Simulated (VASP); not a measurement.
Runs of VASP 6.6.1 on Sn. The structure is that of space group P6_3/mmc (No. 194), or close to it. The cells are those of the table. 

| task | level | cell | k mesh | cutoff (eV) | gap on the mesh (eV) | pressure (GPa) |
| --- | --- | --- | --- | --- | --- | --- |
| single point | r2SCAN | a = 3.313, b = 3.313, c = 5.678 Å, angles 90.0, 90.0, 120.0°, 2 atoms | 14 × 14 × 8 | 520 | none | 0.0 |
| relaxation of cell and atoms | PBE | relaxed from a = 3.369, b = 3.369, c = 5.503 Å, angles 90.0, 90.0, 120.0°, 2 atoms | 6 × 6 × 4 | 600 | none | 0.0 |
| single point | PBE | a = 3.383, b = 3.383, c = 5.548 Å, angles 90.0, 90.0, 120.0°, 2 atoms | 6 × 6 × 4 | 520 | none | (a) |
| single point | r2SCAN | a = 3.332, b = 3.332, c = 5.720 Å, angles 90.0, 90.0, 120.0°, 2 atoms | 14 × 14 × 8 | 520 | none | -1.0 |

Alike in all rows: potentials or basis VASP PAW PBE potentials, release 64 (Sn_d); no spin polarisation; smearing gaussian 0.05 eV.

**Question.** Estimate the missing entries.

**Answer.** (a) -0.1.

Caveats: spin-orbit coupling is left out, which moves the levels of the heavy elements; the PAW data sets were made with another functional, which shifts forces and pressure a little (some runs).

A k mesh can miss the band edges, and the runs leave out spin-orbit coupling on Sn.

A gap of «none» marks levels without a gap at the run's occupations.
